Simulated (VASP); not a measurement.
ZnTe3P2Pt:

```
Zn Te P Pt
1.0
     5.08685    0.00000    0.00000
     0.00000    5.08685    0.00000
     0.00000    0.00000    6.42590
Zn Te P Pt
1 3 2 1
Direct
  0.00000 0.00000 0.50000
  0.00000 0.50000 0.00000
  0.50000 0.00000 0.00000
  0.00000 0.00000 0.00000
  0.00000 0.50000 0.50000
  0.50000 0.00000 0.50000
  0.50000 0.50000 0.00000
```

The cell was generated, and may not be a known phase.

```yaml
Program: VASP 6.6.1
Task: relaxation of cell and atoms
Functional: PBE
Potentials_or_basis: VASP PAW PBE potentials, release 64 (Zn, Te, P, Pt)
Cutoff: 600 eV
k_mesh: 3 × 3 × 3
Occupations: gaussian, width 0.2 eV
Spin: no spin polarisation
```

At the start: pressure 15.9 GPa; volume 23.75 Å³/atom.

Problem. How do energy, volume and symmetry change on relaxing?

Solution. Over 12 steps the energy falls by 393.1 meV/atom and the volume is 24.97 Å³/atom (+5.1 %); space group P4/mmm (No. 123, to 0.1 Å) before and after.

Step by step:
| step | energy change (eV) | largest force (eV/Å) | pressure (GPa) | volume (Å³) |
| --- | --- | --- | --- | --- |
| 1 | 0.0000 | 0.0000 | 15.86 | 166.28 |
| 2 | -0.9387 | 0.0000 | -8.49 | 226.58 |
| 3 | -2.0195 | 0.0000 | -2.66 | 195.16 |
| 4 | -2.0201 | 0.0000 | -2.45 | 194.56 |
| 5 | -2.3708 | 0.0000 | -1.94 | 186.32 |
| 6 | -2.2646 | 0.0000 | 7.27 | 160.96 |
| 7 | -2.6505 | 0.0000 | -0.61 | 178.35 |
| 8 | -2.6974 | 0.0000 | 2.62 | 168.69 |
| 9 | -2.7327 | 0.0000 | 0.90 | 172.99 |
| 10 | -2.7340 | 0.0000 | 1.13 | 172.32 |
| 11 | -2.7483 | 0.0000 | -0.26 | 175.90 |
| 12 | -2.7515 | 0.0000 | 0.14 | 174.81 |

Final structure:
```
Zn Te P Pt
1.0
     5.64392    0.00000    0.00000
     0.00000    5.64392    0.00000
     0.00000    0.00000    5.48780
Zn Te P Pt
1 3 2 1
Direct
  0.00000 0.00000 0.50000
  0.00000 0.50000 0.00000
  0.50000 0.00000 0.00000
  0.00000 0.00000 0.00000
  0.00000 0.50000 0.50000
  0.50000 0.00000 0.50000
  0.50000 0.50000 0.00000
```

Caveat: the k points lie up to 0.38 Å⁻¹ apart in the final cell, too coarse for converged energies and pressures of a metal.
